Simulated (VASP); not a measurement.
Input of a VASP 6.6.1 run:

File POSCAR:

```
BaTiO3
1.0
    4.0950226294      0.0000000000      0.0000000000
    0.0000000000      2.9135386489      2.7056068783
    0.0000000000     -2.9135386489      2.7056068783
Ba Ti O
1 1 3
Direct
    0.0000000000      0.0044061011      0.0044061011
    0.5000000000      0.5135753575      0.5135753575
    0.0000000000      0.4947134013      0.4947134013
    0.5000000000      0.4954342957      0.9880908444
    0.5000000000      0.9880908444      0.4954342957
```

INCAR.step1

```
SYSTEM = BaTiO3
  PREC = Accurate
  ENCUT = 520
  ISMEAR = 0
  SIGMA = 0.05
  LREAL = .FALSE.
  LASPH = .TRUE.
  NELM = 150
  LMAXMIX = 4
  LDAU = .TRUE.
  LDAUTYPE = 2
  LDAUL = -1 2 -1
  LDAUU = 0 4 0
  LDAUJ = 0 0 0
  NBANDS = 28
  GGA = PE
  ALGO = Normal
  EDIFF = 1E-4
  LWAVE = .TRUE.
  LCHARG = .FALSE.
```

The input INCAR.step2:

```
SYSTEM = BaTiO3
  PREC = Accurate
  ENCUT = 520
  EDIFF = 1E-7
  ISMEAR = 0
  SIGMA = 0.05
  LREAL = .FALSE.
  LASPH = .TRUE.
  NELM = 150
  ALGO = Normal
  ISIF = 2
  LWAVE = .FALSE.
  LCHARG = .FALSE.
  LMAXMIX = 4
  LDAU = .TRUE.
  LDAUTYPE = 2
  LDAUL = -1 2 -1
  LDAUU = 0 4 0
  LDAUJ = 0 0 0
  LDAUPRINT = 1
  METAGGA = R2SCAN
  LMIXTAU = .TRUE.
  NBANDS = 28
  ISTART = 1
```

KPOINTS

```
regular mesh
0
G
  6 6 6
  0 0 0
```

Potentials or basis: VASP PAW PBE potentials, release 64 (Ba_sv, Ti_sv, O).

Launch:

```bash
$ cat potpaw_PBE.64/Ba_sv/POTCAR potpaw_PBE.64/Ti_sv/POTCAR potpaw_PBE.64/O/POTCAR > POTCAR
$ cp INCAR.step1 INCAR
$ mpirun -np 1 vasp_std > vasp.out
$ cp INCAR.step2 INCAR
$ mpirun -np 1 vasp_std > vasp.out
```

Problem. Predict the largest force.

Solution. 0.786 eV/Å.

Problem. Predict the pressure.

Solution. 4.7 GPa.

Problem. What does it give for the band gap on the k mesh?

Solution. 2.59 eV (least direct gap 2.74 eV).

Stress tensor (GPa, compression positive):
```
-0.86  0.00  0.00
 0.00 -2.43  0.00
 0.00  0.00 17.47
```

Caveat: the cell differs from its parent crystal (strain +0.025 along x and y, -0.050 along z); the stress differs along the axes, from -2 to 17 GPa; the PAW data sets were made with another functional, which shifts forces and pressure a little; spin-orbit coupling is left out, which moves the levels of the heavy elements. A k mesh can miss the band edges.
